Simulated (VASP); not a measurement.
A run of VASP 6.6.1 is set up as follows.

The input INCAR:

```
SYSTEM = CdSe
PREC = Accurate
ENCUT = 500
EDIFF = 1E-6
ISMEAR = -1
SIGMA = 0.02
LREAL = .False.
LASPH = .True.
NELM = 120
ALGO = Normal
ISIF = 2
LWAVE = .False.
LCHARG = .False.
GGA = PS
NBANDS = 16
GGA_COMPAT = .False.
```

File KPOINTS:

```
regular mesh
0
Gamma
  6 6 6
  0 0 0
```

Contents of POSCAR:

```
CdSe
1.0
    0.0000000000      2.8152893338      2.8152893338
    2.8152893338      0.0000000000      2.8152893338
    2.8152893338      2.8152893338      0.0000000000
Cd Se
1 1
Direct
    0.0000000000      0.0000000000      0.0000000000
    0.5000000000      0.5000000000      0.5000000000
```

Potentials or basis: VASP PAW PBE potentials, release 64 (Cd, Se).

Launch:

```console
$ cat potpaw_PBE.64/Cd/POTCAR potpaw_PBE.64/Se/POTCAR > POTCAR
$ mpirun -np 1 vasp_std > vasp.out
```

Q: Predict the pressure.

A: 0.4 GPa.

Q: Estimate the band gap on the k mesh.

A: Zero (band 9 reaches 2.67 eV, above the bottom of band 10 at 2.14 eV).

Caveat: the PAW data sets were made with another functional, which shifts forces and pressure a little.
